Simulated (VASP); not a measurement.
# CoH3 (P6_3/mmc) in VASP: notebook

The runs below take CoH3 through single point, with PBE.

Everything below comes from runs of VASP 6.6.1. Logs are shortened: lines on timing, memory, paths and dates and some standing lists are left out, and cuts for length are marked.

**1. The cell of the first run**

The structure is hexagonal, space group P6_3/mmc (No. 194). The conventional cell has a = 4.307 Å, b = 4.307 Å, c = 2.527 Å, α = 90.00°, β = 90.00°, γ = 120.00°. Co (site symmetry -6m2) has 12 H at 1.66 to 2.16 Å within 2.2 Å. H (site symmetry mm2) has 4 Co at 1.66 to 2.16 Å and 6 H at 1.87 to 1.89 Å within 2.2 Å.

**2. Single point, PBE, collinear spin, ferromagnetic start**

Contents of INCAR:

```
PREC     = Accurate       # precision mode
ENCUT    = 520            # plane-wave cutoff, eV
EDIFF    = 1E-7           # SCF threshold, eV
ISMEAR   = 0              # smearing method
SIGMA    = 0.15           # smearing width, eV
LREAL    = F              # projectors in reciprocal space
LASPH    = T              # aspherical terms in the spheres
NELM     = 150            # most SCF steps
ALGO     = Normal         # electronic algorithm
ISIF     = 2              # what is computed and relaxed
LWAVE    = F              # write WAVECAR
LCHARG   = F              # write CHGCAR
ISPIN    = 2              # spin polarisation
MAGMOM   = 3 3 0 0 0 0 0 0 # initial moments
LORBIT   = 11             # projections on sites
LMAXMIX  = 4              # l up to which the mixer works
GGA      = PE             # functional
NBANDS   = 26             # bands
```

Contents of KPOINTS:

```
Automatic mesh
0
Gamma
  3 3 3
```

Contents of POSCAR:

```
CoH3
1.0
    4.3067214978      0.0000000028      0.0000000000
   -2.1533607513      3.7297302227      0.0000000000
    0.0000000000      0.0000000000      2.5269596798
Co H
2 6
Direct
    0.3333333333      0.6666666667      0.2500000000
    0.6666666667      0.3333333333      0.7500000000
    0.8114232340      0.6228464680      0.2500000000
    0.1885767660      0.8114232340      0.7500000000
    0.3771535320      0.1885767660      0.2500000000
    0.1885767660      0.3771535320      0.7500000000
    0.8114232340      0.1885767660      0.2500000000
    0.6228464680      0.8114232340      0.7500000000
```

Potentials or basis: VASP PAW PBE potentials, release 64 (Co, H).

On the command line:

```bash
> cat potpaw_PBE.64/Co/POTCAR potpaw_PBE.64/H/POTCAR > POTCAR
> mpirun -np 1 vasp_std > vasp.out
```

OUTCAR:

```text
PREC = Accurate
   ENCUT = 520
   EDIFF = 1E-7
   ISMEAR = 0
   LREAL = F
   LASPH = T
   NELM = 150
   ISIF = 2
   ISPIN = 2
   LORBIT = 11
   GGA = PE

 ion  position               nearest neighbor table
   1  0.333  0.667  0.250-   4 1.66   4 1.66   6 1.66   6 1.66   8 1.66   8 1.66   2 2.79   2 2.79
                             2 2.79   2 2.79   2 2.79   2 2.79
   2  0.667  0.333  0.750-   7 1.66   7 1.66   3 1.66   3 1.66   5 1.66   5 1.66   1 2.79   1 2.79
                             1 2.79   1 2.79   1 2.79   1 2.79
   3  0.811  0.623  0.250-   2 1.66   2 1.66
   4  0.189  0.811  0.750-   1 1.66   1 1.66
   5  0.377  0.189  0.250-   2 1.66   2 1.66
   6  0.189  0.377  0.750-   1 1.66   1 1.66
   7  0.811  0.189  0.250-   2 1.66   2 1.66
   8  0.623  0.811  0.750-   1 1.66   1 1.66

  LATTYP: Found a hexagonal cell.
 ALAT       =     4.3067214978
 C/A-ratio  =     0.5867478733

  Lattice vectors:

 A1 = (   4.3067214978,   0.0000000028,   0.0000000000)
 A2 = (  -2.1533607513,   3.7297302227,   0.0000000000)
 A3 = (   0.0000000000,   0.0000000000,   2.5269596798)

Analysis of symmetry for initial positions (statically):
=====================================================================
 Subroutine PRICEL returns:
 Original cell was already a primitive cell.

 Routine SETGRP: Setting up the symmetry group for a
 hexagonal supercell.

 Subroutine GETGRP returns: Found 24 space group operations
 (whereof 12 operations were pure point group operations)
 out of a pool of 24 trial point group operations.

The static configuration has the point symmetry D_3d.
 The point group associated with its full space group is D_6h.

Analysis of symmetry for dynamics (positions and initial velocities):
=====================================================================
 Subroutine PRICEL returns:
 Original cell was already a primitive cell.

 Routine SETGRP: Setting up the symmetry group for a
 hexagonal supercell.

 Subroutine GETGRP returns: Found 24 space group operations
 (whereof 12 operations were pure point group operations)
 out of a pool of 24 trial point group operations.

The dynamic configuration has the point symmetry D_3d.
 The point group associated with its full space group is D_6h.

Analysis of structural, dynamic, and magnetic symmetry:
=====================================================================
 Subroutine PRICEL returns:
 Original cell was already a primitive cell.

 Routine SETGRP: Setting up the symmetry group for a
 hexagonal supercell.

 Subroutine GETGRP returns: Found 24 space group operations
 (whereof 12 operations were pure point group operations)
 out of a pool of 24 trial point group operations.

The overall configuration has the point symmetry D_3d.
 The point group associated with its full space group is D_6h.

 Subroutine INISYM returns: Found 24 space group operations
 (whereof 12 operations are pure point group operations),
 and found     1 'primitive' translations

----------------------------------------------------------------------------------------

                                     Primitive cell

  volume of cell :      40.5903

  direct lattice vectors                    reciprocal lattice vectors
     4.306721498  0.000000003  0.000000000     0.232195186  0.134057953  0.000000000
    -2.153360751  3.729730223  0.000000000    -0.000000000  0.268115906  0.000000000
     0.000000000  0.000000000  2.526959680     0.000000000  0.000000000  0.395732472

  length of vectors
     4.306721498  4.306721498  2.526959680     0.268115906  0.268115906  0.395732472

  position of ions in fractional coordinates (direct lattice)
     0.333333333  0.666666667  0.250000000
     0.666666667  0.333333333  0.750000000
     0.811423234  0.622846468  0.250000000
     0.188576766  0.811423234  0.750000000
     0.377153532  0.188576766  0.250000000
     0.188576766  0.377153532  0.750000000
     0.811423234  0.188576766  0.250000000
     0.622846468  0.811423234  0.750000000

[... 44 lines left out ...]
  0.333333  0.333333  0.333333      4.000000
   k-points           NKPTS =      6   k-points in BZ     NKDIM =      6   number of bands    NBANDS=     26
   number of dos      NEDOS =    301   number of ions     NIONS =      8
   total plane-waves  NPLWV =  20480
   dimension x,y,z NGX =    32 NGY =   32 NGZ =   20
   dimension x,y,z NGXF=    64 NGYF=   64 NGZF=   40
   ions per type =               2   6
   NGX,Y,Z   is equivalent  to a cutoff of  12.35, 12.35, 13.16 a.u.
   NGXF,Y,Z  is equivalent  to a cutoff of  24.70, 24.70, 26.32 a.u.
 SYSTEM =  unknown system
   PREC   = accura    normal or accurate (medium, high low for compatibility)
   ISTART =      0    job   : 0-new  1-cont  2-samecut
   ICHARG =      2    charge: 1-file 2-atom 10-const
   ISPIN  =      2    spin polarized calculation?
   LNONCOLLINEAR =      F non collinear calculations
   LSORBIT =      F    spin-orbit coupling
   LASPH  =      T    aspherical Exc in radial PAW
   ENCUT  =  520.0 eV  38.22 Ry    6.18 a.u.   8.01  8.01  4.70*2*pi/ulx,y,z
   NELM   =    150;   NELMIN=  2; NELMDL= -5     # of ELM steps
   EDIFF  = 0.1E-06   stopping-criterion for ELM
   LREAL  =      F    real-space projection
   EDIFFG = 0.1E-05   stopping-criterion for IOM
   NSW    =      0    number of steps for IOM
   IBRION =     -1    ionic relax: 0-MD 1-quasi-New 2-CG
   NFREE  =      0    steps in history (QN), initial steepest desc. (CG)
   ISIF   =      2    stress and relaxation
   ISYM   =      2    0-nonsym 1-usesym 2-fastsym
   POTIM  = 0.5000    time-step for ionic-motion
   TEBEG  =    0.0;   TEEND  =   0.0 temperature during run
   PSTRESS=    0.0 pullay stress
   NELECT =      24.0000    total number of electrons
   NUPDOWN=      -1.0000    fix difference up-down
   EMIN   =  10.00;   EMAX   =-10.00  energy-range for DOS
   EFERMI =   0.00;   METHOD = LEGACY
   ISMEAR =     0;   SIGMA  =   0.15  broadening in eV -4-tet -1-fermi 0-gaus
   EFERMI_NEDOS =   21; number of points for ismear=-14 and -15
   IALGO  =     38    algorithm
   IMIX   =      4    mixing-type and parameters
     AMIX     =   0.40;   BMIX     =  1.00
     AMIX_MAG =   1.60;   BMIX_MAG =  1.00
  volume/ion in A,a.u.               =       5.07        34.24
  Fermi-wavevector in a.u.,A,eV,Ry     =   1.374056  2.596589 25.688203  1.888030
  Thomas-Fermi vector in A             =   2.499517
   LORBIT       =     11    0 simple, 1 ext, 2 COOP (PROOUT), +10 PAW based schemes
   GGA     = PE    functional components
   LHFCALC =     F    Hartree Fock is set to
   AEXX    =    0.0000 exact exchange contribution
   IVDW    =     0    specifies the selected vdW correction
   LEPSILON=     F    determine dielectric tensor
   LRPA    =     F    only Hartree local field effects (RPA)
 spin polarized calculation
 Gauss-broadening in eV      SIGMA  =   0.15
  energy-cutoff  :      520.00
  volume of cell :       40.59
 maximum number of plane-waves:      1125
   NGX = 17   NGY = 17   NGZ =  9

 number of electron      24.0000004 magnetization       0.2067661

 Free energy of the ion-electron system (eV)
  ---------------------------------------------------
  ext. energy  EPLUGINS =         0.00000000
  ---------------------------------------------------
  free energy    TOTEN  =       -32.63782953 eV

  energy without entropy =      -32.60761677  energy(sigma->0) =      -32.62272315

 E-fermi :   6.2740     XC(G=0): -11.8531

 val. band max:        6.2332026244   @ k =   0.3333   0.0000   0.3333
 cond. band min:       6.3691119465   @ k =   0.3333   0.0000   0.3333
 fundamental gap:      0.1359093221
 Fermi energy:         6.2739604721

 spin component 1

 k-point     1 :       0.0000    0.0000    0.0000
  band No.  band energies     occupation
      1      -6.3648      1.00000
      2       0.0335      1.00000
      3       0.6094      1.00000
      4       0.6094      1.00000
      5       3.1407      1.00000
      6       3.1407      1.00000
[... 151 lines left out ...]
     23      22.4850      0.00000
     24      23.3673      0.00000
 Fermi energy:         6.2739604721

 spin component 2

 k-point     1 :       0.0000    0.0000    0.0000
  band No.  band energies     occupation
      1      -6.3578      1.00000
      2       0.0916      1.00000
      3       0.6313      1.00000
      4       0.6313      1.00000
      5       3.1595      1.00000
      6       3.1595      1.00000
[... 151 lines left out ...]
     23      22.4959      0.00000
     24      23.3807      0.00000
 [bands above 24 left out]

------------------------ aborting loop because EDIFF is reached ----------------------------------------

  FORCE on cell =-STRESS in cart. coord.  units (eV):
  Direction    XX          YY          ZZ          XY          YZ          ZX
  --------------------------------------------------------------------------------------
  -------------------------------------------------------------------------------------
  Total       -0.0353649     -0.0353649      0.0116722     -0.0000000      0.0000000      0.0000000
  in kB       -1.3959181     -1.3959181      0.4607227     -0.0000000      0.0000000      0.0000000
  external PRESSURE =      -0.7770378 kB  Pullay stress =       0.0000000 kB

 VOLUME and BASIS-vectors are now :
 -----------------------------------------------------------------------------
  energy-cutoff  :      520.00
  volume of cell :       40.59
      direct lattice vectors                 reciprocal lattice vectors
     4.306721498  0.000000003  0.000000000     0.232195186  0.134057953  0.000000000
    -2.153360751  3.729730223  0.000000000    -0.000000000  0.268115906  0.000000000
     0.000000000  0.000000000  2.526959680     0.000000000  0.000000000  0.395732472

 POSITION                                       TOTAL-FORCE (eV/Angst)
 -----------------------------------------------------------------------------------
     -0.00000      2.48649      0.63174         0.000000     -0.000000      0.000000
      2.15336      1.24324      1.89522         0.000000     -0.000000      0.000000
      2.15336      2.32305      0.63174         0.000000     -0.014362     -0.000000
     -0.93514      3.02639      1.89522         0.012438     -0.007181     -0.000000
      1.21822      0.70334      0.63174         0.012438      0.007181      0.000000
     -0.00000      1.40668      1.89522        -0.000000      0.014362      0.000000
      3.08850      0.70334      0.63174        -0.012438      0.007181      0.000000
      0.93514      3.02639      1.89522        -0.012438     -0.007181     -0.000000
 -----------------------------------------------------------------------------------
    total drift:                               -0.000000      0.000000     -0.000000

  FREE ENERGIE OF THE ION-ELECTRON SYSTEM (eV)
  ---------------------------------------------------
  free  energy   TOTEN  =       -32.6378295343 eV

  energy  without entropy=      -32.6076167698  energy(sigma->0) =      -32.62272315

 total charge

# of ion       s       p       d       tot
------------------------------------------
    1        0.390   0.595   7.587   8.572
    2        0.390   0.595   7.587   8.572
    3        0.498   0.028   0.000   0.526
    4        0.498   0.028   0.000   0.526
    5        0.498   0.028   0.000   0.526
    6        0.498   0.028   0.000   0.526
    7        0.498   0.028   0.000   0.526
    8        0.498   0.028   0.000   0.526
--------------------------------------------------
tot          3.765   1.359  15.174  20.298

 magnetization (x)

# of ion       s       p       d       tot
------------------------------------------
    1        0.002   0.002   0.098   0.102
    2        0.002   0.002   0.098   0.102
    3       -0.001   0.000   0.000  -0.001
    4       -0.001   0.000   0.000  -0.001
    5       -0.001   0.000   0.000  -0.001
    6       -0.001   0.000   0.000  -0.001
    7       -0.001   0.000   0.000  -0.001
    8       -0.001   0.000   0.000  -0.001
--------------------------------------------------
tot          0.001   0.004   0.195   0.200
```

It took 18 s on 1 thread of Intel Xeon Platinum 8488C (Sapphire Rapids), shared host; peak memory 0.17 GiB.

What came out:

```yaml
Free_energy: -32.6378 eV
Pressure: -0.1 GPa
Largest_force: 0.014 eV/Å
Net_moment: 0.21 μB per cell
Site_moments: Co +0.10; H -0.00 μB
Valence_electrons_inside_the_program's_atomic_spheres: Co 8.57; H 0.53
```

Forces on the atoms (eV/Å):
```
Co   0.000  0.000  0.000
Co   0.000  0.000  0.000
H    0.000 -0.014  0.000
H    0.012 -0.007  0.000
H    0.012  0.007  0.000
H    0.000  0.014  0.000
H   -0.012  0.007  0.000
H   -0.012 -0.007  0.000
```

Levels at points of the mesh, in eV from the Fermi level:
Spin up:
```tsv
k point	band 9	band 10	band 11	band 12	band 13	band 14	band 15	band 16
(0.00, 0.00, 0.00)	-1.10	-0.51	-0.51	-0.49	-0.49	2.09	2.09	2.34
```
Spin down:
| k point | band 9 | band 10 | band 11 | band 12 | band 13 | band 14 | band 15 | band 16 |
| --- | --- | --- | --- | --- | --- | --- | --- | --- |
| (0.00, 0.00, 0.00) | -1.02 | -0.43 | -0.43 | -0.42 | -0.42 | 2.15 | 2.15 | 2.47 |

Caveat: the k points lie up to 0.83 Å⁻¹ apart.

**3. Single point, PBE, collinear spin, ferromagnetic start**

This run uses another cell than the first one, of 5.15 Å³/atom, 1.014 times its volume.

Contents of INCAR:

```
PREC = Accurate
ENCUT = 520
EDIFF = 1E-6
ISMEAR = 0
SIGMA = 0.15
LREAL = False
LASPH = True
NELM = 150
ALGO = Normal
ISIF = 2
LWAVE = False
LCHARG = False
ISPIN = 2
MAGMOM = 3 3 0 0 0 0 0 0
LORBIT = 11
LMAXMIX = 4
GGA = PE
NBANDS = 26
```

Contents of KPOINTS:

```
regular mesh
0
Gamma
  3 3 3
```

Contents of POSCAR:

```
CoH3
1.0
    4.3411326557      0.0000000024      0.0000000000
   -2.1705663300      3.7595311598      0.0000000000
    0.0000000000      0.0000000000      2.5229004619
Co H
2 6
Direct
    0.3333333333      0.6666666667      0.7500000000
    0.6666666667      0.3333333333      0.2500000000
    0.1902485945      0.3804971890      0.2500000000
    0.6195028110      0.8097514055      0.2500000000
    0.1902485945      0.8097514055      0.2500000000
    0.8097514055      0.6195028110      0.7500000000
    0.3804971890      0.1902485945      0.7500000000
    0.8097514055      0.1902485945      0.7500000000
```

Potentials or basis: VASP PAW PBE potentials, release 64 (Co, H).

On the command line:

```bash
> cat potpaw_PBE.64/Co/POTCAR potpaw_PBE.64/H/POTCAR > POTCAR
> mpirun -np 1 vasp_std > vasp.out
```

It took 15 s on 1 thread of Intel Xeon Platinum 8488C (Sapphire Rapids), shared host; peak memory 0.16 GiB.

The run converged. Its results:

```yaml
Free_energy: -32.6369 eV
Pressure: -0.5 GPa
Largest_force: 0.022 eV/Å
Net_moment: 0.21 μB per cell
Site_moments: Co +0.10; H -0.00 μB
Valence_electrons_inside_the_program's_atomic_spheres: Co 8.57; H 0.53
```

Forces on the atoms (eV/Å):
```
Co   0.000  0.000  0.000
Co   0.000  0.000  0.000
H    0.000 -0.022  0.000
H    0.019  0.011  0.000
H   -0.019  0.011  0.000
H    0.000  0.022  0.000
H   -0.019 -0.011  0.000
H    0.019 -0.011  0.000
```

Stress tensor (GPa, compression positive):
```
-0.72  0.00  0.00
 0.00 -0.72  0.00
 0.00  0.00 -0.21
```

Levels at points of the mesh, in eV from the Fermi level:
Spin up:
```
           k point  band 10  band 11  band 12  band 13  band 14  band 15
(0.00, 0.00, 0.00)    -0.56    -0.56    -0.50    -0.50     2.05     2.05
```
Spin down:
| k point | band 9 | band 10 | band 11 | band 12 | band 13 | band 14 | band 15 | band 16 |
| --- | --- | --- | --- | --- | --- | --- | --- | --- |
| (0.00, 0.00, 0.00) | -0.99 | -0.50 | -0.50 | -0.42 | -0.42 | 2.11 | 2.11 | 2.31 |

Caveat: the k points lie up to 0.83 Å⁻¹ apart.
